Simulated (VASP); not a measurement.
Here is a VASP 6.6.1 calculation.

File INCAR:

```
PREC = Accurate
ENCUT = 520
EDIFF = 1E-6
ISMEAR = 0
SIGMA = 0.15
LREAL = False
LASPH = True
NELM = 100
ALGO = Fast
ISIF = 2
LWAVE = False
LCHARG = False
GGA = CA
NBANDS = 30
```

KPOINTS

```
regular mesh
0
Gamma
  14 14 14
```

Contents of POSCAR:

```
GaPt3
1.0
    3.9124888253     -0.4186796160     -0.4186796160
   -0.4186796160      3.9124888253     -0.4186796160
   -0.4186796160     -0.4186796160      3.9124888253
Ga Pt
1 3
Direct
    0.0000000000      0.0000000000      0.0000000000
    0.0000000000      0.5000000000      0.5000000000
    0.5000000000      0.5000000000      0.0000000000
    0.5000000000      0.0000000000      0.5000000000
```

Potentials or basis: VASP PAW LDA potentials, release 64 (Ga_d, Pt).

Run with:

```sh
$ cat potpaw_LDA.64/Ga_d/POTCAR potpaw_LDA.64/Pt/POTCAR > POTCAR
$ mpirun -np 1 vasp_std > vasp.out
```

(1) What does it give for the pressure?

(2) Predict the band gap on the k mesh.

## Answers

(1) 26.1 GPa.

(2) zero (an odd number of electrons rules out a gap without spin polarisation).

Caveat: the cell stands under pressure; spin-orbit coupling is left out, which moves the levels of the heavy elements.
